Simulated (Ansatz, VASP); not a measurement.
One calculation of HgTe, two programs

```
Hg Te
1.0
     3.79034    0.00000    0.00000
     0.00000    3.79034    0.00000
     0.00000    0.00000    3.79034
Hg Te
1 1
Direct
  0.00000 0.00000 0.00000
  0.50000 0.50000 0.50000
```

Alike in both runs: task single point; functional r2SCAN; k mesh 4 × 4 × 4; no spin polarisation.

|  | VASP | Ansatz |
| --- | --- | --- |
| version | VASP 6.6.1 | Ansatz 0.2.0 |
| potentials or method | VASP PAW PBE potentials, release 64 (Hg, Te) | plane waves |
| plane-wave cutoff (eV) | 520 | 500 |
| occupations | methfessel-paxton of order 1, width 0.2 eV | cold, width 0.2 eV |
| valence electrons in the cell | 18 | 36 |

```tsv
	VASP	Ansatz	Ansatz less VASP
pressure (GPa)	0.3	0.3	-0.08
```

VASP's potentials were made for PBE, not for r2SCAN. VASP's potentials hold 18 valence electrons a cell and Ansatz's 36, so a difference there can come from the potentials and not from the codes.

The k mesh is coarse, so the values compare programs but aren't converged. Neither program's run includes spin-orbit coupling.
